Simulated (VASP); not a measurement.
# Mo (Immm) in VASP: further runs, part 2 of 2

VASP 6.6.1. The steps go on from the part before.

### Step 3. Single point, PBE

The input, INCAR:

```
SYSTEM = Mo
  PREC = Accurate
  ENCUT = 520
  EDIFF = 1E-6
  ISMEAR = 0
  SIGMA = 0.15
  LREAL = .FALSE.
  LASPH = .TRUE.
  NELM = 60
  ALGO = Fast
  ISIF = 2
  LWAVE = .FALSE.
  LCHARG = .TRUE.
  GGA = PE
  LELF = .TRUE.
  LVHAR = .TRUE.
  NBANDS = 13
```

The input, KPOINTS:

```
Automatic mesh
0
G
  20 20 20
  0 0 0
```

The input, POSCAR:

```
Mo
1.0
   -1.5012084632      1.6592304066      1.5802194349
    1.5012084632     -1.6592304066      1.5802194349
    1.5012084632      1.6592304066     -1.5802194349
Mo
1
Direct
    0.0000000000      0.0000000000      0.0000000000
```

Potentials or basis: VASP PAW PBE potentials, release 64 (Mo_sv).

On the command line:

```
$ cat potpaw_PBE.64/Mo_sv/POTCAR > POTCAR
$ mpirun -np 1 vasp_std > vasp.out
```

OUTCAR:

```text
SYSTEM = Mo
   PREC = Accurate
   ENCUT = 520
   EDIFF = 1E-6
   ISMEAR = 0
   LREAL = .FALSE.
   LASPH = .TRUE.
   NELM = 60
   ISIF = 2
   GGA = PE

 ion  position               nearest neighbor table
   1  0.000  0.000  0.000-

  LATTYP: Found a body centered orthorhombic cell.
 ALAT       =     3.0024169264
 B/A-ratio  =     1.0526315789
 C/A-ratio  =     1.1052631578

  Lattice vectors:

 A1 = (  -1.5012084632,  -1.6592304066,   1.5802194349)
 A2 = (   1.5012084632,  -1.6592304066,  -1.5802194349)
 A3 = (   1.5012084632,   1.6592304066,   1.5802194349)

Analysis of symmetry for initial positions (statically):
=====================================================================
 Subroutine PRICEL returns:
 Original cell was already a primitive cell.

 Routine SETGRP: Setting up the symmetry group for a
 body centered orthorhombic supercell.

 Subroutine GETGRP returns: Found  8 space group operations
 (whereof  8 operations were pure point group operations)
 out of a pool of  8 trial point group operations.

The static configuration has the point symmetry D_2h.

Analysis of symmetry for dynamics (positions and initial velocities):
=====================================================================
 Subroutine PRICEL returns:
 Original cell was already a primitive cell.

 Routine SETGRP: Setting up the symmetry group for a
 body centered orthorhombic supercell.

 Subroutine GETGRP returns: Found  8 space group operations
 (whereof  8 operations were pure point group operations)
 out of a pool of  8 trial point group operations.

The dynamic configuration has the point symmetry D_2h.

 Subroutine INISYM returns: Found  8 space group operations
 (whereof  8 operations are pure point group operations),
 and found     1 'primitive' translations

----------------------------------------------------------------------------------------

                                     Primitive cell

  volume of cell :      15.7444

  direct lattice vectors                    reciprocal lattice vectors
    -1.501208463  1.659230407  1.580219435     0.000000000  0.301344526  0.316411752
     1.501208463 -1.659230407  1.580219435     0.333065002  0.000000000  0.316411752
     1.501208463  1.659230407 -1.580219435     0.333065002  0.301344526  0.000000000

  length of vectors
     2.739300249  2.739300249  2.739300249     0.436949562  0.459400362  0.449155673

  position of ions in fractional coordinates (direct lattice)
     0.000000000  0.000000000  0.000000000

  ion indices of the primitive-cell ions
   primitive index   ion index
                 1           1

----------------------------------------------------------------------------------------

 KPOINTS: Automatic mesh

Automatic generation of k-mesh.
 Grid dimensions read from file:
 generate k-points for:   20   20   20

 Generating k-lattice:

  Cartesian coordinates                     Fractional coordinates (reciprocal lattice)
     0.000000000  0.015067226  0.015820588     0.050000000  0.000000000 -0.000000000
     0.016653250  0.000000000  0.015820588     0.000000000  0.050000000  0.000000000
     0.016653250  0.015067226  0.000000000    -0.000000000  0.000000000  0.050000000

  Length of vectors
     0.021847478  0.022970018  0.022457784

  Shift w.r.t. Gamma in fractional coordinates (k-lattice)
     0.000000000  0.000000000  0.000000000

 Subroutine IBZKPT returns following result:
 ===========================================

 Found   1166 irreducible k-points:

 Following reciprocal coordinates:
            Coordinates               Weight
  0.000000  0.000000  0.000000      1.000000
  0.050000 -0.000000  0.000000      4.000000
  0.100000 -0.000000  0.000000      4.000000
  0.150000  0.000000  0.000000      4.000000
  0.200000 -0.000000  0.000000      4.000000
  0.250000  0.000000  0.000000      4.000000
[... 16 lines left out ...]
 -0.450000  0.050000 -0.000000      8.000000
 -0.400000  0.050000  0.000000      8.000000
 [... further k-points ...]
   k-points           NKPTS =   1166   k-points in BZ     NKDIM =   1166   number of bands    NBANDS=     13
   number of dos      NEDOS =    301   number of ions     NIONS =      1
   total plane-waves  NPLWV =   8000
   dimension x,y,z NGX =    20 NGY =   20 NGZ =   20
   dimension x,y,z NGXF=    40 NGYF=   40 NGZF=   40
   ions per type =               1
   NGX,Y,Z   is equivalent  to a cutoff of  12.14, 12.14, 12.14 a.u.
   NGXF,Y,Z  is equivalent  to a cutoff of  24.28, 24.28, 24.28 a.u.
 SYSTEM =  Mo
   PREC   = accura    normal or accurate (medium, high low for compatibility)
   ISTART =      0    job   : 0-new  1-cont  2-samecut
   ICHARG =      2    charge: 1-file 2-atom 10-const
   ISPIN  =      1    spin polarized calculation?
   LNONCOLLINEAR =      F non collinear calculations
   LSORBIT =      F    spin-orbit coupling
   LASPH  =      T    aspherical Exc in radial PAW
   ENCUT  =  520.0 eV  38.22 Ry    6.18 a.u.   5.09  5.09  5.09*2*pi/ulx,y,z
   NELM   =     60;   NELMIN=  2; NELMDL= -5     # of ELM steps
   EDIFF  = 0.1E-05   stopping-criterion for ELM
   LREAL  =      F    real-space projection
   EDIFFG = 0.1E-04   stopping-criterion for IOM
   NSW    =      0    number of steps for IOM
   IBRION =     -1    ionic relax: 0-MD 1-quasi-New 2-CG
   NFREE  =      0    steps in history (QN), initial steepest desc. (CG)
   ISIF   =      2    stress and relaxation
   ISYM   =      2    0-nonsym 1-usesym 2-fastsym
   POTIM  = 0.5000    time-step for ionic-motion
   TEBEG  =    0.0;   TEEND  =   0.0 temperature during run
   PSTRESS=    0.0 pullay stress
   NELECT =      14.0000    total number of electrons
   NUPDOWN=      -1.0000    fix difference up-down
   EMIN   =  10.00;   EMAX   =-10.00  energy-range for DOS
   EFERMI =   0.00;   METHOD = LEGACY
   ISMEAR =     0;   SIGMA  =   0.15  broadening in eV -4-tet -1-fermi 0-gaus
   EFERMI_NEDOS =   21; number of points for ismear=-14 and -15
   IALGO  =     68    algorithm
   IMIX   =      4    mixing-type and parameters
     AMIX     =   0.40;   BMIX     =  1.00
     AMIX_MAG =   1.60;   BMIX_MAG =  1.00
  volume/ion in A,a.u.               =      15.74       106.25
  Fermi-wavevector in a.u.,A,eV,Ry     =   1.574258  2.974916 33.719144  2.478287
  Thomas-Fermi vector in A             =   2.675419
   LORBIT       =      0    0 simple, 1 ext, 2 COOP (PROOUT), +10 PAW based schemes
   GGA     = PE    functional components
   LHFCALC =     F    Hartree Fock is set to
   AEXX    =    0.0000 exact exchange contribution
   IVDW    =     0    specifies the selected vdW correction
   LEPSILON=     F    determine dielectric tensor
   LRPA    =     F    only Hartree local field effects (RPA)
 non-spin polarized calculation
 RMM-DIIS sequential band-by-band and
 Gauss-broadening in eV      SIGMA  =   0.15
  energy-cutoff  :      520.00
  volume of cell :       15.74
 maximum number of plane-waves:       442
   NGX = 11   NGY = 11   NGZ = 11

 number of electron      13.9999998 magnetization

 Free energy of the ion-electron system (eV)
  ---------------------------------------------------
  ext. energy  EPLUGINS =         0.00000000
  ---------------------------------------------------
  free energy    TOTEN  =       -10.86640143 eV

  energy without entropy =      -10.85843094  energy(sigma->0) =      -10.86241618

 E-fermi :  12.4720     XC(G=0): -13.3476

 val. band max:       12.4716894147   @ k =   0.2500  -0.1000   0.0500
 cond. band min:      12.4764076993   @ k =  -0.2000  -0.2500   0.1500
 fundamental gap:      0.0047182847
 Fermi energy:        12.4720150419

 k-point     1 :       0.0000    0.0000    0.0000
  band No.  band energies     occupation
      1     -48.7893      2.00000
      2     -22.0872      2.00000
      3     -22.0851      2.00000
      4     -22.0457      2.00000
      5       5.2689      2.00000
      6      10.6087      2.00000
      7      11.2536      2.00000
      8      11.7437      2.00000
      9      13.4197      0.00000
     10      14.6736      0.00000
     11      26.4673      0.00000
     12      27.3306      0.00000
     13      28.3913      0.00000
[... 353 lines left out ...]
 k-point    24 :      -0.4000    0.0500    0.0000
  band No.  band energies     occupation
      1     -48.5800      2.00000
      2     -23.2617      2.00000
      3     -22.3793      2.00000
      4     -22.0726      2.00000
      5       7.5066      2.00000
      6      10.0057      2.00000
      7      11.9672      2.00000
      8      13.3080      0.00000
      9      14.4743      0.00000
     10      16.0613      0.00000
     11      24.8958      0.00000
     12      25.8339      0.00000
     13      32.4413      0.00000

 [... further k-points ...]
[... 5 lines left out ...]
  --------------------------------------------------------------------------------------
  -------------------------------------------------------------------------------------
  Total        1.6982127     -1.1225486      0.0882077      0.0000000      0.0000000      0.0000000
  in kB      172.8134594   -114.2327562      8.9761931      0.0000000      0.0000000      0.0000000
  external PRESSURE =      22.5189654 kB  Pullay stress =       0.0000000 kB

 VOLUME and BASIS-vectors are now :
 -----------------------------------------------------------------------------
  energy-cutoff  :      520.00
  volume of cell :       15.74
      direct lattice vectors                 reciprocal lattice vectors
    -1.501208463  1.659230407  1.580219435     0.000000000  0.301344526  0.316411752
     1.501208463 -1.659230407  1.580219435     0.333065002  0.000000000  0.316411752
     1.501208463  1.659230407 -1.580219435     0.333065002  0.301344526  0.000000000

 POSITION                                       TOTAL-FORCE (eV/Angst)
 -----------------------------------------------------------------------------------
      0.00000      0.00000      0.00000         0.000000      0.000000     -0.000000
 -----------------------------------------------------------------------------------
    total drift:                                0.000000     -0.000000     -0.000000

  FREE ENERGIE OF THE ION-ELECTRON SYSTEM (eV)
  ---------------------------------------------------
  free  energy   TOTEN  =       -10.8664014282 eV

  energy  without entropy=      -10.8584309378  energy(sigma->0) =      -10.86241618
```

It took 3.3 min on 1 thread of AMD EPYC 7R43 (Zen 3), shared host; peak memory 0.28 GiB.

What came out:

```yaml
Free_energy: -10.8664 eV
Pressure: 2.3 GPa
Band_gap_on_the_k_mesh: zero (band 7 reaches 16.27 eV, above the bottom of band 8 at 11.35 eV)
```

Stress tensor (GPa, compression positive):
```
 17.28   0.00   0.00
  0.00 -11.42   0.00
  0.00   0.00   0.90
```

Caveat: the cell differs from its parent crystal (strain +e along x and -e along y -0.0500, strain +e along z and -e/2 along x and y +0.0000).

### Step 4. Single point, PBE

The input, INCAR:

```
PREC = Accurate
ENCUT = 520
EDIFF = 1E-7
ISMEAR = 0
SIGMA = 0.15
LREAL = F
LASPH = T
NELM = 60
ALGO = Fast
ISIF = 2
LWAVE = F
LCHARG = T
GGA = PE
LELF = T
LVHAR = T
NBANDS = 13
```

The input, KPOINTS:

```
regular mesh
0
Gamma
  20 20 20
```

The input, POSCAR:

```
Mo
1.0
   -1.4011015620      1.8751673924      1.4643893503
    1.4011015620     -1.8751673924      1.4643893503
    1.4011015620      1.8751673924     -1.4643893503
Mo
1
Direct
    0.0000000000      0.0000000000      0.0000000000
```

Potentials or basis: VASP PAW PBE potentials, release 64 (Mo_sv).

On the command line:

```
$ cat potpaw_PBE.64/Mo_sv/POTCAR > POTCAR
$ mpirun -np 1 vasp_std > vasp.out
```

OUTCAR:

```text
PREC = Accurate
   ENCUT = 520
   EDIFF = 1E-7
   ISMEAR = 0
   LREAL = F
   LASPH = T
   NELM = 60
   ISIF = 2
   GGA = PE

 ion  position               nearest neighbor table
   1  0.000  0.000  0.000-

  LATTYP: Found a body centered orthorhombic cell.
 ALAT       =     2.8022031240
 B/A-ratio  =     1.0451700219
 C/A-ratio  =     1.3383522246

  Lattice vectors:

 A1 = (  -1.4011015620,  -1.8751673924,   1.4643893503)
 A2 = (   1.4011015620,  -1.8751673924,  -1.4643893503)
 A3 = (   1.4011015620,   1.8751673924,   1.4643893503)

Analysis of symmetry for initial positions (statically):
=====================================================================
 Subroutine PRICEL returns:
 Original cell was already a primitive cell.

 Routine SETGRP: Setting up the symmetry group for a
 body centered orthorhombic supercell.

 Subroutine GETGRP returns: Found  8 space group operations
 (whereof  8 operations were pure point group operations)
 out of a pool of  8 trial point group operations.

The static configuration has the point symmetry D_2h.

[... 163 lines left out ...]
 cond. band min:      12.5455499824   @ k =  -0.4500   0.3500  -0.0000
 fundamental gap:      0.0061902772
 Fermi energy:        12.5394430625

 k-point     1 :       0.0000    0.0000    0.0000
  band No.  band energies     occupation
      1     -48.3094      2.00000
      2     -21.6287      2.00000
      3     -21.5357      2.00000
      4     -21.4998      2.00000
      5       5.5691      2.00000
      6      11.0162      2.00000
      7      11.7305      2.00000
      8      12.2423      1.99491
      9      13.8072      0.00000
     10      15.0509      0.00000
     11      25.6352      0.00000
     12      29.5970      0.00000
     13      30.6749      0.00000
[... 354 lines left out ...]
  band No.  band energies     occupation
      1     -48.0951      2.00000
      2     -22.8156      2.00000
      3     -21.7478      2.00000
      4     -21.6350      2.00000
      5       7.8281      2.00000
      6      11.4308      2.00000
      7      12.0363      2.00000
      8      12.2648      1.99039
      9      15.2685      0.00000
     10      16.4784      0.00000
     11      24.7613      0.00000
     12      27.2783      0.00000
     13      33.2947      0.00000

 [... further k-points ...]
[... 5 lines left out ...]
  --------------------------------------------------------------------------------------
  -------------------------------------------------------------------------------------
  Total        1.6863150      0.1230598      1.4886804      0.0000000      0.0000000      0.0000000
  in kB      175.5589915     12.8115139    154.9836391      0.0000000      0.0000000      0.0000000
  external PRESSURE =     114.4513815 kB  Pullay stress =       0.0000000 kB

 VOLUME and BASIS-vectors are now :
 -----------------------------------------------------------------------------
  energy-cutoff  :      520.00
  volume of cell :       15.39
      direct lattice vectors                 reciprocal lattice vectors
    -1.401101562  1.875167392  1.464389350     0.000000000  0.266642862  0.341439249
     1.401101562 -1.875167392  1.464389350     0.356862067  0.000000000  0.341439249
     1.401101562  1.875167392 -1.464389350     0.356862067  0.266642862  0.000000000

 POSITION                                       TOTAL-FORCE (eV/Angst)
 -----------------------------------------------------------------------------------
      0.00000      0.00000      0.00000         0.000000      0.000000      0.000000
 -----------------------------------------------------------------------------------
    total drift:                                0.000000      0.000000      0.000000

  FREE ENERGIE OF THE ION-ELECTRON SYSTEM (eV)
  ---------------------------------------------------
  free  energy   TOTEN  =       -10.5365560431 eV

  energy  without entropy=      -10.5243019494  energy(sigma->0) =      -10.53042900
```

OSZICAR:

```text
N       E                     dE             d eps       ncg     rms          rms(c)
DAV:   1     0.929184653504E+02    0.92918E+02   -0.80523E+03 30547   0.111E+03
DAV:   2    -0.995096254321E+01   -0.10287E+03   -0.99155E+02 34806   0.311E+02
DAV:   3    -0.111158156371E+02   -0.11649E+01   -0.11612E+01 33996   0.330E+01
DAV:   4    -0.111184279224E+02   -0.26123E-02   -0.26122E-02 33856   0.190E+00
DAV:   5    -0.111184444208E+02   -0.16498E-04   -0.16497E-04 34556   0.135E-01    0.148E+01
RMM:   6    -0.106110936377E+02    0.50735E+00   -0.59722E-01 30331   0.728E+00    0.462E+00
RMM:   7    -0.105395217211E+02    0.71572E-01   -0.18093E-01 31137   0.396E+00    0.855E-01
RMM:   8    -0.105367046532E+02    0.28171E-02   -0.92260E-03 34429   0.105E+00    0.130E-01
RMM:   9    -0.105365644467E+02    0.14021E-03   -0.92953E-04 34736   0.320E-01    0.494E-02
RMM:  10    -0.105365580274E+02    0.64193E-05   -0.13214E-04 35414   0.126E-01    0.116E-02
RMM:  11    -0.105365570331E+02    0.99425E-06   -0.14080E-05 35229   0.409E-02    0.491E-03
RMM:  12    -0.105365560020E+02    0.10311E-05   -0.44545E-06 35310   0.205E-02    0.893E-04
RMM:  13    -0.105365561242E+02   -0.12226E-06   -0.54303E-07 26371   0.763E-03    0.759E-04
RMM:  14    -0.105365560431E+02    0.81187E-07   -0.15893E-07 21604   0.339E-03
   1 F= -.10536556E+02 E0= -.10530429E+02  d E =-.122541E-01
```

Run time: 86 s. Hardware: 1 thread of Intel Xeon 6975P-C (Granite Rapids), shared host; peak memory 0.31 GiB.

Results:

```yaml
Free_energy: -10.5366 eV
Pressure: 11.4 GPa
Band_gap_on_the_k_mesh: zero (band 7 reaches 16.59 eV, above the bottom of band 8 at 11.62 eV)
```

Caveat: the cell differs from its parent crystal (strain +e along x and -e along y -0.1500, strain +e along z and -e/2 along x and y -0.0733).

### Step 5. Single point, PBE

The input, INCAR:

```
SYSTEM = Mo
ALGO = Fast
EDIFF = 1E-6
ENCUT = 520
GGA = PE
ISIF = 2
ISMEAR = 0
LASPH = .TRUE.
LCHARG = .FALSE.
LREAL = .FALSE.
LWAVE = .FALSE.
NBANDS = 13
NELM = 100
PREC = Accurate
SIGMA = 0.15
```

The input, KPOINTS:

```
k-points
0
G
  20 20 20
  0 0 0
```

The input, POSCAR:

```
Mo
1.0
   -1.5091095603      1.8251534473      1.4063952971
    1.5091095603     -1.8251534473      1.4063952971
    1.5091095603      1.8251534473     -1.4063952971
Mo
1
Direct
    0.0000000000      0.0000000000      0.0000000000
```

On the command line:

```
$ cat potpaw_PBE.64/Mo_sv/POTCAR > POTCAR
$ mpirun -np 1 vasp_std > vasp.out
```

Wall time 72 s (1 thread of Intel Xeon 6975P-C (Granite Rapids), shared host); peak memory 0.3 GiB.

Results (log left out):

```yaml
Free_energy: -10.5886 eV
Pressure: 9.4 GPa
Band_gap_on_the_k_mesh: zero (band 7 reaches 16.47 eV, above the bottom of band 8 at 11.63 eV)
```

Stress tensor (GPa, compression positive):
```
12.35  0.00  0.00
 0.00 -4.38  0.00
 0.00  0.00 20.36
```

Levels at points of the mesh, in eV from the Fermi level:
```tsv
k point	band 4	band 5	band 6	band 7	band 8	band 9	band 10	band 11
(0.00, 0.00, 0.00)	-34.14	-7.04	-1.88	-0.80	-0.10	0.81	2.62	13.16
(0.50, 0.00, 0.00)	-34.33	-5.05	-2.51	0.06	1.87	3.98	4.33	11.88
(0.00, 0.50, 0.00)	-34.53	-5.34	-4.48	3.24	3.26	4.24	5.05	12.22
(0.50, 0.50, 0.00)	-34.27	-4.98	-1.46	-0.51	1.17	2.87	4.55	11.11
(0.50, 0.50, 0.50)	-34.77	-5.46	-4.91	3.95	4.53	4.65	5.74	10.38
```

Caveat: the cell differs from its parent crystal (strain +e along x and -e along y -0.1000, strain +e along z and -e/2 along x and y -0.1100).

### Step 6. The runs side by side

```tsv
cell	further INCAR settings	gap on the mesh (eV)	pressure (GPa)
a = 2.743 Å, angles 116.5, 108.6, 103.6°, 1 atom	ALGO = Fast; EDIFF = 1e-07; NBANDS = 13	none	4.7
a = 2.739 Å, angles 113.5, 105.4, 109.5°, 1 atom	ALGO = Fast; EDIFF = 1e-06; NBANDS = 13	none	2.3
a = 2.761 Å, angles 119.0, 94.4, 115.9°, 1 atom	ALGO = Fast; EDIFF = 1e-07; NBANDS = 13	none	11.4
a = 2.754 Å, angles 113.6, 97.0, 118.6°, 1 atom	ALGO = Fast; EDIFF = 1e-06; NBANDS = 13	none	9.4
```

Alike in all rows: task single point; level PBE; potentials or basis VASP PAW PBE potentials, release 64 (Mo_sv); no spin polarisation; k mesh 20 × 20 × 20; cutoff (eV) 520; smearing gaussian 0.15 eV.

Absolute energies hang on the potentials; compare differences alone.
